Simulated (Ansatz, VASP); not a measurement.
## Zr in VASP and in Ansatz

```
Zr
1.0
    -1.78728    1.78728    1.78728
     1.78728   -1.78728    1.78728
     1.78728    1.78728   -1.78728
Zr
1
Direct
  0.00000 0.00000 0.00000
```

Alike in both runs: functional PBE; k mesh 16 × 16 × 16; occupations gaussian, width 0.1 eV; no spin polarisation.

Ansatz relaxed the structure, and its values are those at the end. VASP's run is a single point on that final structure, the one shown.

|  | VASP | Ansatz |
| --- | --- | --- |
| version | VASP 6.6.1 | Ansatz 0.2.0 |
| potentials or method | VASP PAW PBE potentials, release 64 (Zr_sv), cutoff 500 eV | scalar-relativistic, plane waves, PAW |
| valence electrons in the cell | 12 | 12 |

VASP gave:

| Item | Value |
| --- | --- |
| gap on the k mesh at the Fermi level (eV) | none |
| pressure (GPa) | 0.1 |

Task: Estimate Ansatz's values.

Result: gap on the k mesh at the Fermi level (eV): none; pressure (GPa): 0.0.

A gap of «none» marks a metal or a gap that the smearing closes. With one functional, cell and mesh, what is left measures potentials, basis and numerics.
